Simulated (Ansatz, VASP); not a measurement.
# TaVN2 in VASP and in Ansatz

```
Ta V N
1.0
     3.07007    0.00000    0.00000
     0.00000    3.07007    0.00000
     0.00000    0.00000    4.32451
Ta V N
1 1 2
Cartesian
  0.0000 0.0000 0.0000
  1.5350 1.5350 2.1623
  1.5350 1.5350 0.0000
  0.0000 0.0000 2.1623
```

Alike in both runs: task single point; functional PBE; k mesh 9 × 9 × 6; occupations fermi-dirac, width 0.05 eV; collinear spin.

|  | VASP | Ansatz |
| --- | --- | --- |
| version | VASP 6.6.1 | Ansatz 0.2.0 |
| potentials or method | VASP PAW PBE potentials, release 64 (Ta_pv, V_sv, N) | Ansatz PAW |
| plane-wave cutoff (eV) | 520 | 420 |
| valence electrons in the cell | 34 | 36 |

Ansatz gave:

* gap on the k mesh at the Fermi level (eV): none
* pressure (GPa): -6.3
* traceless stress, the component that is largest in VASP (GPa): -0.16
* net moment per atom (μB): 0.31
* size of the moment on the site where the two differ most (μB): 1.02

Q: What did VASP give for the same quantities?

A: gap on the k mesh at the Fermi level (eV): none; pressure (GPa): -5.7; traceless stress, the component that is largest in VASP (GPa): -0.11; net moment per atom (μB): 0.31; size of the moment on the site where the two differ most (μB): 1.18.

Site moments also hang on the region over which each program counts them. A gap of «none» marks a metal or a gap that the smearing closes. VASP's potentials hold 34 valence electrons a cell and Ansatz's 36, so a difference there can come from the potentials and not from the codes.

Spin-orbit coupling is off throughout.
